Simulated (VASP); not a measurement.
# Re: single point with PBE

Crystal: Re.

```
Re
1.0
     2.88406    0.00000    0.00000
    -1.44203    2.49767    0.00000
     0.00000    0.00000    9.29691
Re
4
Direct
  0.00000 0.00000 0.00000
  0.00000 0.00000 0.50000
  0.33333 0.66667 0.25000
  0.66667 0.33333 0.75000
```

```
Program             : VASP 6.6.1
Task                : single point
Functional          : PBE
Potentials or basis : VASP PAW PBE potentials, release 64 (Re)
Cutoff              : 520 eV
k mesh              : 17 × 17 × 5
Occupations         : fermi-dirac, width 0.1 eV
Spin                : no spin polarisation
```

The pressure is -32.7 GPa and the band gap on the k mesh is zero (bands 14 and 15 overlap by 2.18 eV).

Stress tensor (GPa, compression positive):
```
-32.54   0.00   0.00
  0.00 -32.54   0.00
  0.00   0.00 -33.07
```

Levels at points of the mesh, in eV from the Fermi level:
```
           k point  band 12  band 13  band 14  band 15  band 16  band 17
(0.00, 0.00, 0.00)    -1.02    -1.02    -0.93    -0.93     0.36     0.52
```

It took 100 s on 1 thread of Intel(R) Xeon(R) Platinum 8559C (Emerald Rapids) (shared host), peak memory 0.26 GiB.

Caveat: the cell stands under tension; spin-orbit coupling is left out, which moves the levels of the heavy elements.
